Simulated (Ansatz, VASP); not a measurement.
## InO in VASP and in Ansatz

INCAR

```
PREC = Accurate
ENCUT = 520
EDIFF = 1E-6
ISMEAR = 0
SIGMA = 0.05
LREAL = F
LASPH = T
NELM = 80
ALGO = Normal
ISIF = 2
LWAVE = F
LCHARG = F
GGA = PE
IVDW = 12
NBANDS = 27
```

File KPOINTS:

```
regular mesh
0
Gamma
  12 12 2
```

File POSCAR:

```
InO
1.0
    3.6012723468      0.0000000000      0.0000000000
   -1.8006361734      3.1187933383      0.0000000000
    0.0000000000      0.0000000000     15.0594211205
In O
2 2
Direct
    0.6666666667      0.3333333333      0.5895266171
    0.6666666667      0.3333333333      0.4104733829
    0.0000000000      0.0000000000      0.6398766429
    0.0000000000      0.0000000000      0.3601233571
```

Input for Ansatz:

```yaml
crystal:
  lattice:
    - [3.6012723468, 0.0, 0.0]
    - [-1.8006361734, 3.1187933383, 0.0]
    - [0.0, 0.0, 15.0594211205]
  atoms:
    - { symbol: In, position: [0.6666666667, 0.3333333333, 0.5895266171] }
    - { symbol: In, position: [0.6666666667, 0.3333333333, 0.4104733829] }
    - { symbol: O, position: [0.0, 0.0, 0.6398766429] }
    - { symbol: O, position: [0.0, 0.0, 0.3601233571] }
basis:
  ecutwfc: 420
kpoints:
  mp_grid: { grid: [12, 12, 2] }
hamiltonian:
  xc: pbe
  dispersion: d3bj
scf:
  occupations: { method: gaussian, width: 0.05 }
output:
  forces: true
  stress: true
  eigenvalues: true
```

Change from the starting cell: strain +0.050 along x and y, -0.050 along z, atoms carried along.

Alike in both runs: task single point; functional PBE; dispersion D3(BJ); k mesh 12 × 12 × 2; occupations gaussian, width 0.05 eV; no spin polarisation.

|  | VASP | Ansatz |
| --- | --- | --- |
| version | VASP 6.6.1 | Ansatz 0.2.0 |
| potentials or method | VASP PAW PBE potentials, release 64 (In_d, O), cutoff 520 eV | scalar-relativistic, plane waves, PAW |
| valence electrons in the cell | 38 | 38 |

```csv
,VASP,Ansatz,Ansatz less VASP
gap on the k mesh at the Fermi level (eV),0.38,0.39,+0.015
least direct gap on the mesh (eV),0.85,0.86,+0.010
rms of the force components (eV/Å),0.536,0.550,+0.0137
```

Atom by atom the forces differ by 0.016 eV/Å (rms over components).
